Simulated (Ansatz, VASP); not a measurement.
InSb in VASP and in Ansatz

The input INCAR:

```
ALGO = Normal
EDIFF = 1E-6
ENCUT = 520
GGA = CA
ISIF = 2
ISMEAR = -1
LASPH = True
LCHARG = True
LELF = True
LREAL = False
LVHAR = True
LWAVE = False
NBANDS = 26
NELM = 60
PREC = Accurate
SIGMA = 0.08
```

File KPOINTS:

```
k-points
0
Gamma
  6 6 11
```

The input POSCAR:

```
InSb
1.0
    5.3747974729      0.0000000000      0.0000000000
    0.0000000000      5.7309768836      0.0000000000
    0.0000000000      0.0000000000      3.0731761545
In Sb
2 2
Direct
    0.0000000000      0.0000000000      0.0000000000
    0.5000000000      0.5000000000      0.0000000000
    0.5000000000      0.0000000000      0.8350000000
    0.0000000000      0.5000000000      0.1650000000
```

Input for Ansatz:

```yaml
crystal:
  lattice:
    - [5.3747974729, 0.0, 0.0]
    - [0.0, 5.7309768836, 0.0]
    - [0.0, 0.0, 3.0731761545]
  atoms:
    - { symbol: In, position: [0.0, 0.0, 0.0] }
    - { symbol: In, position: [0.5, 0.5, 0.0] }
    - { symbol: Sb, position: [0.5, 0.0, 0.835] }
    - { symbol: Sb, position: [0.0, 0.5, 0.165] }
kpoints:
  mp_grid: { grid: [6, 6, 11] }
  band_path:
    path:
      - [0.0, 0.0, 0.0]
      - [0.5, 0.0, 0.0]
      - [0.5, 0.5, 0.0]
      - [0.0, 0.5, 0.0]
      - [0.0, 0.0, 0.0]
      - [0.0, 0.0, 0.5]
      - [0.5, 0.0, 0.5]
      - [0.5, 0.5, 0.5]
      - [0.0, 0.5, 0.5]
    npoints: 5
scf:
  occupations: { method: fermi_dirac, width: 0.08 }
hamiltonian:
  xc: lda
  pseudopotentials: { kind: all_electron, lapw: { basis_error: 0.001 } }
output:
  forces: true
  stress: true
  eigenvalues: true
```

Change from the starting cell: volume scaled by 1.01.

Alike in both runs: task single point; functional LDA; k mesh 6 × 6 × 11; occupations fermi-dirac, width 0.08 eV; no spin polarisation.

```csv
,VASP,Ansatz
version,VASP 6.6.1,Ansatz 0.2.0
potentials or method,"VASP PAW LDA potentials, release 64 (In_d, Sb), cutoff 520 eV","all-electron LAPW, scalar-relativistic"
```

Ansatz gave:

```
pressure (GPa)                                                : 10.5
traceless stress, the component that is largest in VASP (GPa) : 10.67
rms of the force components (eV/Å)                            : 0.257
```

Problem. What did VASP give for the same quantities?

Solution. Pressure (GPa): 10.8; traceless stress, the component that is largest in VASP (GPa): 10.72; rms of the force components (eV/Å): 0.260.

LDA's correlation is that of Perdew and Zunger in VASP and of Perdew and Wang (1992) in Ansatz. Atom by atom the forces differ by 0.003 eV/Å (rms over components). Ansatz ran all-electron here, and VASP with PAW potentials.

Spin-orbit coupling is off throughout.
